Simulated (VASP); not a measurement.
# Al5GaP6 (P31m) in VASP: a series of runs

Aim: see how the results for Al5GaP6 move with the level of theory and the settings. Levels: PBE, LDA. Tasks: single point.

Everything below comes from runs of VASP 6.6.1. Logs are shortened: lines on timing, memory, paths and dates and some standing lists are left out, and cuts for length are marked.

### Step 1. The cell of the first run

Symmetry: P31m, No. 157, trigonal system. Conventional cell: a = 6.732 Å, b = 6.732 Å, c = 6.386 Å, α = 90.00°, β = 90.00°, γ = 120.00°. Al (site symmetry m) has 4 P at 2.38 to 2.39 Å within 3.1 Å. Within 3.1 Å of Al (site symmetry 3) lie 4 P at 2.38 to 2.39 Å. Within 3.2 Å of Ga (site symmetry 3m) lie 4 P at 2.39 to 2.40 Å. Within 3.1 Å of P (site symmetry m) lie 3 Al at 2.38 to 2.39 Å and 1 Ga at 2.39 Å. Within 3.1 Å of P (site symmetry 3) lie 4 Al at 2.38 to 2.39 Å. Within 3.1 Å of P (site symmetry 3m) lie 3 Al at 2.38 Å and 1 Ga at 2.40 Å.

### Step 2. Single point, PBE

INCAR

```
PREC = Accurate ; ENCUT = 520
EDIFF = 1E-7 ; ISMEAR = 0
SIGMA = 0.02 ; LREAL = F
LASPH = T ; NELM = 80
ALGO = Normal ; ISIF = 2
LWAVE = F ; LCHARG = F
GGA = PE ; NBANDS = 41
```

KPOINTS

```
regular mesh
0
Gamma
  6 6 4
```

POSCAR

```
Al5GaP6
1.0
    6.7321684249      0.0000000000      0.0000000000
   -3.3660842124      5.8302288785      0.0000000000
    0.0000000000      0.0000000000      6.3858832000
Al Ga P
5 1 6
Direct
    0.3335270000      0.3335270000      0.9998750000
    0.0000000000      0.6664730000      0.9998750000
    0.6664730000      0.0000000000      0.9998750000
    0.6666666667      0.3333333333      0.5000690000
    0.3333333333      0.6666666667      0.5000690000
    0.0000000000      0.0000000000      0.5012490000
    0.3336980000      0.3336980000      0.3745030000
    0.0000000000      0.6663020000      0.3745030000
    0.6663020000      0.0000000000      0.3745030000
    0.6666666667      0.3333333333      0.8745560000
    0.3333333333      0.6666666667      0.8745560000
    0.0000000000      0.0000000000      0.8763640000
```

Potentials or basis: VASP PAW PBE potentials, release 64 (Al, Ga_d, P).

Started as:

```bash
cat potpaw_PBE.64/Al/POTCAR potpaw_PBE.64/Ga_d/POTCAR potpaw_PBE.64/P/POTCAR > POTCAR
mpirun -np 1 vasp_std > vasp.out
```

OUTCAR:

```text
PREC = Accurate
   ENCUT = 520
   EDIFF = 1E-7
   ISMEAR = 0
   LREAL = F
   LASPH = T
   NELM = 80
   ISIF = 2
   GGA = PE

 ion  position               nearest neighbor table
   1  0.334  0.334  1.000-  12 2.38  11 2.38  10 2.38   7 2.39
   2  0.000  0.666  1.000-  12 2.38  11 2.38  10 2.38   8 2.39
   3  0.666  0.000  1.000-  12 2.38  10 2.38  11 2.38   9 2.39
   4  0.667  0.333  0.500-   9 2.38   8 2.38   7 2.38  10 2.39
   5  0.333  0.667  0.500-   8 2.38   9 2.38   7 2.38  11 2.39
   6  0.000  0.000  0.501-   8 2.39   9 2.39   7 2.39  12 2.40
   7  0.334  0.334  0.375-   5 2.38   4 2.38   6 2.39   1 2.39
   8  0.000  0.666  0.375-   5 2.38   4 2.38   6 2.39   2 2.39
   9  0.666  0.000  0.375-   4 2.38   5 2.38   6 2.39   3 2.39
  10  0.667  0.333  0.875-   3 2.38   2 2.38   1 2.38   4 2.39
  11  0.333  0.667  0.875-   2 2.38   3 2.38   1 2.38   5 2.39
  12  0.000  0.000  0.876-   2 2.38   3 2.38   1 2.38   6 2.40

  LATTYP: Found a hexagonal cell.
 ALAT       =     6.7321684249
 C/A-ratio  =     0.9485626023

  Lattice vectors:

 A1 = (   6.7321684249,   0.0000000000,   0.0000000000)
 A2 = (  -3.3660842124,   5.8302288785,   0.0000000000)
 A3 = (   0.0000000000,   0.0000000000,   6.3858832000)

Analysis of symmetry for initial positions (statically):
=====================================================================
 Subroutine PRICEL returns:
 Original cell was already a primitive cell.

 Routine SETGRP: Setting up the symmetry group for a
 hexagonal supercell.

 Subroutine GETGRP returns: Found  6 space group operations
 (whereof  6 operations were pure point group operations)
 out of a pool of 24 trial point group operations.

The static configuration has the point symmetry C_3v.

Analysis of symmetry for dynamics (positions and initial velocities):
=====================================================================
 Subroutine PRICEL returns:
 Original cell was already a primitive cell.

 Routine SETGRP: Setting up the symmetry group for a
 hexagonal supercell.

 Subroutine GETGRP returns: Found  6 space group operations
 (whereof  6 operations were pure point group operations)
 out of a pool of 24 trial point group operations.

The dynamic configuration has the point symmetry C_3v.

 Subroutine INISYM returns: Found  6 space group operations
 (whereof  6 operations are pure point group operations),
 and found     1 'primitive' translations

----------------------------------------------------------------------------------------

                                     Primitive cell

  volume of cell :     250.6464

  direct lattice vectors                    reciprocal lattice vectors
     6.732168425  0.000000000  0.000000000     0.148540550  0.085759926  0.000000000
    -3.366084212  5.830228878  0.000000000     0.000000000  0.171519853  0.000000000
     0.000000000  0.000000000  6.385883200     0.000000000  0.000000000  0.156595410

  length of vectors
     6.732168425  6.732168425  6.385883200     0.171519853  0.171519853  0.156595410

  position of ions in fractional coordinates (direct lattice)
     0.333527000  0.333527000  0.999875000
     0.000000000  0.666473000  0.999875000
     0.666473000  0.000000000  0.999875000
     0.666666667  0.333333333  0.500069000
     0.333333333  0.666666667  0.500069000
     0.000000000  0.000000000  0.501249000
     0.333698000  0.333698000  0.374503000
     0.000000000  0.666302000  0.374503000
     0.666302000  0.000000000  0.374503000
     0.666666667  0.333333333  0.874556000
     0.333333333  0.666666667  0.874556000
     0.000000000  0.000000000  0.876364000

  ion indices of the primitive-cell ions
   primitive index   ion index
                 1           1
                 2           2
                 3           3
                 4           4
                 5           5
                 6           6
                 7           7
                 8           8
                 9           9
                10          10
                11          11
                12          12

----------------------------------------------------------------------------------------

 KPOINTS: regular mesh

Automatic generation of k-mesh.
 Grid dimensions read from file:
 generate k-points for:    6    6    4

 Generating k-lattice:

  Cartesian coordinates                     Fractional coordinates (reciprocal lattice)
     0.024756758  0.014293321  0.000000000     0.166666667  0.000000000  0.000000000
     0.000000000  0.028586642  0.000000000     0.000000000  0.166666667  0.000000000
     0.000000000  0.000000000  0.039148853     0.000000000  0.000000000  0.250000000

  Length of vectors
     0.028586642  0.028586642  0.039148853

  Shift w.r.t. Gamma in fractional coordinates (k-lattice)
     0.000000000  0.000000000  0.000000000

 Subroutine IBZKPT returns following result:
 ===========================================

 Found     24 irreducible k-points:

 Following reciprocal coordinates:
            Coordinates               Weight
  0.000000  0.000000  0.000000      1.000000
  0.166667 -0.000000  0.000000      6.000000
  0.333333 -0.000000  0.000000      6.000000
  0.500000  0.000000  0.000000      3.000000
  0.166667  0.166667  0.000000      6.000000
  0.333333  0.166667  0.000000     12.000000
[... 16 lines left out ...]
  0.333333  0.166667  0.500000     12.000000
  0.333333  0.333333  0.500000      2.000000
   k-points           NKPTS =     24   k-points in BZ     NKDIM =     24   number of bands    NBANDS=     41
   number of dos      NEDOS =    301   number of ions     NIONS =     12
   total plane-waves  NPLWV = 120000
   dimension x,y,z NGX =    50 NGY =   50 NGZ =   48
   dimension x,y,z NGXF=   100 NGYF=  100 NGZF=   96
   ions per type =               5   1   6
   NGX,Y,Z   is equivalent  to a cutoff of  12.35, 12.35, 12.50 a.u.
   NGXF,Y,Z  is equivalent  to a cutoff of  24.69, 24.69, 24.99 a.u.
 SYSTEM =  unknown system
   PREC   = accura    normal or accurate (medium, high low for compatibility)
   ISTART =      0    job   : 0-new  1-cont  2-samecut
   ICHARG =      2    charge: 1-file 2-atom 10-const
   ISPIN  =      1    spin polarized calculation?
   LNONCOLLINEAR =      F non collinear calculations
   LSORBIT =      F    spin-orbit coupling
   LASPH  =      T    aspherical Exc in radial PAW
   ENCUT  =  520.0 eV  38.22 Ry    6.18 a.u.  12.52 12.52 11.87*2*pi/ulx,y,z
   NELM   =     80;   NELMIN=  2; NELMDL= -5     # of ELM steps
   EDIFF  = 0.1E-06   stopping-criterion for ELM
   LREAL  =      F    real-space projection
   EDIFFG = 0.1E-05   stopping-criterion for IOM
   NSW    =      0    number of steps for IOM
   IBRION =     -1    ionic relax: 0-MD 1-quasi-New 2-CG
   NFREE  =      0    steps in history (QN), initial steepest desc. (CG)
   ISIF   =      2    stress and relaxation
   ISYM   =      2    0-nonsym 1-usesym 2-fastsym
   POTIM  = 0.5000    time-step for ionic-motion
   TEBEG  =    0.0;   TEEND  =   0.0 temperature during run
   PSTRESS=    0.0 pullay stress
   NELECT =      58.0000    total number of electrons
   NUPDOWN=      -1.0000    fix difference up-down
   EMIN   =  10.00;   EMAX   =-10.00  energy-range for DOS
   EFERMI =   0.00;   METHOD = LEGACY
   ISMEAR =     0;   SIGMA  =   0.02  broadening in eV -4-tet -1-fermi 0-gaus
   EFERMI_NEDOS =   21; number of points for ismear=-14 and -15
   IALGO  =     38    algorithm
   IMIX   =      4    mixing-type and parameters
     AMIX     =   0.40;   BMIX     =  1.00
     AMIX_MAG =   1.60;   BMIX_MAG =  1.00
  volume/ion in A,a.u.               =      20.89       140.95
  Fermi-wavevector in a.u.,A,eV,Ry     =   1.005072  1.899310 13.744181  1.010169
  Thomas-Fermi vector in A             =   2.137728
   LORBIT       =      0    0 simple, 1 ext, 2 COOP (PROOUT), +10 PAW based schemes
   GGA     = PE    functional components
   LHFCALC =     F    Hartree Fock is set to
   AEXX    =    0.0000 exact exchange contribution
   IVDW    =     0    specifies the selected vdW correction
   LEPSILON=     F    determine dielectric tensor
   LRPA    =     F    only Hartree local field effects (RPA)
 non-spin polarized calculation
 Gauss-broadening in eV      SIGMA  =   0.02
  energy-cutoff  :      520.00
  volume of cell :      250.65
 maximum number of plane-waves:      6792
   NGX = 25   NGY = 25   NGZ = 23

 number of electron      57.9999987 magnetization

 Free energy of the ion-electron system (eV)
  ---------------------------------------------------
  ext. energy  EPLUGINS =         0.00000000
  ---------------------------------------------------
  free energy    TOTEN  =       -60.94058137 eV

  energy without entropy =      -60.94058137  energy(sigma->0) =      -60.94058137

 E-fermi :   4.5795     XC(G=0):  -9.1981

 val. band max:        4.4372383803   @ k =   0.0000   0.0000   0.0000
 cond. band min:       6.1706351199   @ k =  -0.3333  -0.3333   0.2500
 fundamental gap:      1.7333967396
 Fermi energy:         4.5794970131

 k-point     1 :       0.0000    0.0000    0.0000
  band No.  band energies     occupation
      1      -9.8351      2.00000
      2      -9.8351      2.00000
      3      -9.8343      2.00000
      4      -9.7491      2.00000
      5      -9.7491      2.00000
      6      -7.1854      2.00000
[... 33 lines left out ...]
     40      10.3736      0.00000
     41      10.3785      0.00000

 k-point     2 :       0.1667   -0.0000    0.0000
  band No.  band energies     occupation
      1      -9.8354      2.00000
      2      -9.8352      2.00000
      3      -9.8339      2.00000
      4      -9.7491      2.00000
      5      -9.7491      2.00000
      6      -7.0948      2.00000
[... 957 lines left out ...]
     40       9.0686      0.00000
     41       9.1830      0.00000

 k-point    24 :       0.3333    0.3333    0.5000
  band No.  band energies     occupation
      1      -9.8358      2.00000
      2      -9.8358      2.00000
      3      -9.8313      2.00000
      4      -9.7493      2.00000
      5      -9.7493      2.00000
      6      -5.8407      2.00000
[... 33 lines left out ...]
     40       8.6048      0.00000
     41       8.6048      0.00000

------------------------ aborting loop because EDIFF is reached ----------------------------------------

  FORCE on cell =-STRESS in cart. coord.  units (eV):
  Direction    XX          YY          ZZ          XY          YZ          ZX
  --------------------------------------------------------------------------------------
  -------------------------------------------------------------------------------------
  Total       -0.1243409     -0.1243409     -0.1308440     -0.0000000     -0.0000000     -0.0000000
  in kB       -0.7948095     -0.7948095     -0.8363786     -0.0000000     -0.0000000     -0.0000000
  external PRESSURE =      -0.8086659 kB  Pullay stress =       0.0000000 kB

 VOLUME and BASIS-vectors are now :
 -----------------------------------------------------------------------------
  energy-cutoff  :      520.00
  volume of cell :      250.65
      direct lattice vectors                 reciprocal lattice vectors
     6.732168425  0.000000000  0.000000000     0.148540550  0.085759926  0.000000000
    -3.366084212  5.830228878  0.000000000     0.000000000  0.171519853  0.000000000
     0.000000000  0.000000000  6.385883200     0.000000000  0.000000000  0.156595410

 POSITION                                       TOTAL-FORCE (eV/Angst)
 -----------------------------------------------------------------------------------
      1.12268      1.94454      6.38508         0.000150      0.000260     -0.000085
     -2.24340      3.88569      6.38508         0.000150     -0.000260     -0.000085
      4.48681      0.00000      6.38508        -0.000301     -0.000000     -0.000085
      3.36608      1.94341      3.19338        -0.000000     -0.000000      0.000892
     -0.00000      3.88682      3.19338        -0.000000     -0.000000      0.000892
      0.00000      0.00000      3.20092        -0.000000     -0.000000     -0.000926
      1.12326      1.94554      2.39153         0.002751      0.004764     -0.001701
     -2.24283      3.88469      2.39153         0.002751     -0.004764     -0.001701
      4.48566      0.00000      2.39153        -0.005502     -0.000000     -0.001701
      3.36608      1.94341      5.58481        -0.000000     -0.000000     -0.000379
     -0.00000      3.88682      5.58481        -0.000000     -0.000000     -0.000379
      0.00000      0.00000      5.59636        -0.000000     -0.000000      0.005258
 -----------------------------------------------------------------------------------
    total drift:                                0.000002      0.000003      0.000279

  FREE ENERGIE OF THE ION-ELECTRON SYSTEM (eV)
  ---------------------------------------------------
  free  energy   TOTEN  =       -60.9405813741 eV

  energy  without entropy=      -60.9405813741  energy(sigma->0) =      -60.94058137
```

It took 7.9 min on 1 thread of Intel Xeon 8259CL, shared host; peak memory 0.46 GiB.

What came out:

| Property | Result |
| --- | --- |
| Free energy | -60.9406 eV |
| Pressure | -0.1 GPa |
| Largest force | 0.006 eV/Å |
| Band gap on the k mesh | 1.73 eV (least direct gap 2.12 eV) |

Forces in eV/Å, atoms in the order of the input:
```
Al   0.000  0.000  0.000
Al   0.000  0.000  0.000
Al   0.000  0.000  0.000
Al   0.000  0.000  0.001
Al   0.000  0.000  0.001
Ga   0.000  0.000 -0.001
P    0.003  0.005 -0.002
P    0.003 -0.005 -0.002
P   -0.006  0.000 -0.002
P    0.000  0.000  0.000
P    0.000  0.000  0.000
P    0.000  0.000  0.005
```

Levels at points of the mesh, in eV from the valence-band top:
```tsv
k point	band 25	band 26	band 27	band 28	band 29	band 30	band 31	band 32	band 33	band 34
(0.00, 0.00, 0.00)	-0.96	-0.96	-0.13	0.00	0.00	2.12	2.29	2.29	2.90	4.13
(0.50, 0.00, 0.00)	-1.04	-0.99	-0.93	-0.89	-0.88	1.86	3.26	3.57	3.68	3.81
(0.00, 0.00, 0.50)	-1.27	-0.57	-0.57	-0.48	-0.48	2.43	3.00	3.08	3.08	3.08
(0.50, 0.00, 0.50)	-1.69	-1.68	-1.67	-1.65	-1.64	2.05	2.30	3.04	3.30	3.47
```

### Step 3. Single point, LDA

INCAR

```
  PREC = Accurate
  ENCUT = 520
  EDIFF = 1E-6
  ISMEAR = 0
  SIGMA = 0.02
  LREAL = False
  LASPH = True
  NELM = 60
  ALGO = Normal
  ISIF = 2
  LWAVE = False
  LCHARG = False
  GGA = CA
  NBANDS = 41
```

KPOINTS

```
Automatic mesh
0
Gamma
  6 6 4
```

POSCAR is that of step 2.

Potentials or basis: VASP PAW LDA potentials, release 64 (Al, Ga_d, P).

Started as:

```bash
cat potpaw_LDA.64/Al/POTCAR potpaw_LDA.64/Ga_d/POTCAR potpaw_LDA.64/P/POTCAR > POTCAR
mpirun -np 1 vasp_std > vasp.out
```

Run time: 4.9 min. Hardware: 1 thread of Intel Xeon 8259CL, shared host; peak memory 0.4 GiB.

The run converged. Its results:

| Quantity | Value |
| --- | --- |
| Free energy | -67.3181 eV |
| Pressure | -3.6 GPa |
| Largest force | 0.111 eV/Å |
| Band gap on the k mesh | 1.58 eV (least direct gap 1.97 eV) |

Forces in eV/Å, atoms in the order of the input:
```
Al  -0.001 -0.002 -0.009
Al  -0.001  0.002 -0.009
Al   0.003  0.000 -0.009
Al   0.000  0.000  0.006
Al   0.000  0.000  0.006
Ga   0.000  0.000 -0.006
P   -0.052 -0.090  0.038
P   -0.052  0.090  0.038
P    0.104  0.000  0.038
P    0.000  0.000  0.004
P    0.000  0.000  0.004
P    0.000  0.000 -0.103
```

Levels at points of the mesh, in eV from the valence-band top:
```
           k point  band 26  band 27  band 28  band 29  band 30  band 31  band 32  band 33
(0.00, 0.00, 0.00)    -0.96    -0.13     0.00     0.00     1.97     2.13     2.13     2.71
(0.50, 0.00, 0.00)    -1.00    -0.94    -0.91    -0.88     1.71     3.14     3.45     3.57
(0.00, 0.00, 0.50)    -0.57    -0.57    -0.49    -0.49     2.30     2.88     2.94     2.96
(0.50, 0.00, 0.50)    -1.70    -1.69    -1.66    -1.66     1.91     2.14     2.93     3.19
```

Caveat: the cell stands under tension. A k mesh can miss the band edges.
